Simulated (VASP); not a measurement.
Write the native input for VASP 6.6.1 that does the following.

```yaml
Task: relaxation of cell and atoms
Functional: PBEsol
Potentials_or_basis: VASP PAW PBE potentials, release 64 (Te)
Cutoff: 600 eV
k_mesh: 6 × 6 × 4
Occupations: gaussian, width 0.1 eV
Spin: no spin polarisation
Dipole_correction: no
Further_INCAR_settings: ALGO = Normal; EDIFF = 1e-06; IBRION = 2; EDIFFG = -0.04; NSW = 90; ISIF = 3
```

The structure of Te lies in POSCAR:

```
Te
1.0
    5.1150608153      0.0000000000      0.0000000000
   -2.5575304076      4.4297726079      0.0000000000
    0.0000000000      0.0000000000      6.2445462345
Te
4
Direct
    0.0000000000      0.0000000000      0.2500000000
    0.0000000000      0.0000000000      0.7500000000
    0.3333333333      0.6666666667      0.7500000000
    0.6666666667      0.3333333333      0.2500000000
```

These files were run (other wordings do the same):

INCAR

```
ALGO     = Normal         # electronic algorithm
EDIFF    = 1E-6           # SCF threshold, eV
EDIFFG   = -0.04          # ionic threshold
ENCUT    = 600            # plane-wave cutoff, eV
GGA      = PS             # functional
IBRION   = 2              # ionic algorithm
ISIF     = 3              # what is computed and relaxed
ISMEAR   = 0              # smearing method
LASPH    = True           # aspherical terms in the spheres
LCHARG   = False          # write CHGCAR
LREAL    = False          # projectors in reciprocal space
LWAVE    = False          # write WAVECAR
NELM     = 100            # most SCF steps
NSW      = 90             # ionic steps
PREC     = Accurate       # precision mode
SIGMA    = 0.1            # smearing width, eV
```

KPOINTS

```
k-points
0
Gamma
  6 6 4
```

Potentials or basis: VASP PAW PBE potentials, release 64 (Te).

Run with:

```sh
$ cat potpaw_PBE.64/Te/POTCAR > POTCAR
$ mpirun -np 1 vasp_std > vasp.out
```

It gave:

| Property | Result |
| --- | --- |
| Relaxed volume | 35.06 Å³/atom |
| Relaxed cell | a = 5.213 Å, b = 5.213 Å, c = 5.959 Å, α = 90.00°, β = 90.00°, γ = 120.00° |
| Space group after relaxing (to 0.05 Å) | P6_3/mmc (No. 194) |
| Energy gained by relaxing | 23.4 meV/atom |
| Ionic steps | 5 |
| Pressure after relaxing | -0.1 GPa |

Caveat: the PAW data sets were made with another functional, which shifts forces and pressure a little.

Run time: 100 s on 1 thread of Intel(R) Xeon(R) 6975P-C (Granite Rapids), on a shared host, peak memory 0.31 GiB.
